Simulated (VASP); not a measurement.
Wanted: the native input for a VASP 6.6.1 run.

| Quantity | Value |
| --- | --- |
| Task | single point |
| Functional | PBE |
| Potentials or basis | VASP PAW PBE potentials, release 64 (Hf_pv, N) |
| Cutoff | 520 eV |
| k mesh | 18 × 18 × 10 |
| Occupations | gaussian, width 0.1 eV |
| Spin | no spin polarisation |
| Dipole correction | no |
| Further INCAR settings | ALGO = Normal; EDIFF = 1e-06; NBANDS = 23 |

The structure of HfN lies in POSCAR:

```
HfN
1.0
    3.0960547508      0.0000000000      0.0000000000
   -1.5480273754      2.6812620657      0.0000000000
    0.0000000000      0.0000000000      5.5055968840
Hf N
2 2
Direct
    0.6666666667      0.3333333333      0.7500000000
    0.3333333333      0.6666666667      0.2500000000
    0.0000000000      0.0000000000      0.0000000000
    0.0000000000      0.0000000000      0.5000000000
```

This cell differs from its parent crystal: biaxial strain in the a-b plane: -2.0 %, then relaxed in part.

These files were run (other wordings do the same):

INCAR

```
PREC     = Accurate       # precision mode
ENCUT    = 520            # plane-wave cutoff, eV
EDIFF    = 1E-6           # SCF threshold, eV
ISMEAR   = 0              # smearing method
SIGMA    = 0.1            # smearing width, eV
LREAL    = F              # projectors in reciprocal space
LASPH    = T              # aspherical terms in the spheres
NELM     = 80             # most SCF steps
ALGO     = Normal         # electronic algorithm
ISIF     = 2              # what is computed and relaxed
LWAVE    = F              # write WAVECAR
LCHARG   = F              # write CHGCAR
GGA      = PE             # functional
NBANDS   = 23             # bands
```

KPOINTS

```
regular mesh
0
Gamma
  18 18 10
```

Potentials or basis: VASP PAW PBE potentials, release 64 (Hf_pv, N).

Run with:

```console
$ cat potpaw_PBE.64/Hf_pv/POTCAR potpaw_PBE.64/N/POTCAR > POTCAR
$ mpirun -np 1 vasp_std > vasp.out
```

It gave:

```
Pressure               : 6.1 GPa
Band gap on the k mesh : zero (bands 15 and 16 overlap by 2.18 eV)
```

Caveat: the cell differs from its parent crystal (biaxial strain in the a-b plane: -2.0 %, then relaxed in part); the cell stands under pressure; spin-orbit coupling is left out, which moves the levels of the heavy elements.

Wall time 2.3 min on 1 thread of Intel(R) Xeon(R) Platinum 8488C (Sapphire Rapids) (shared host), peak memory 0.31 GiB.
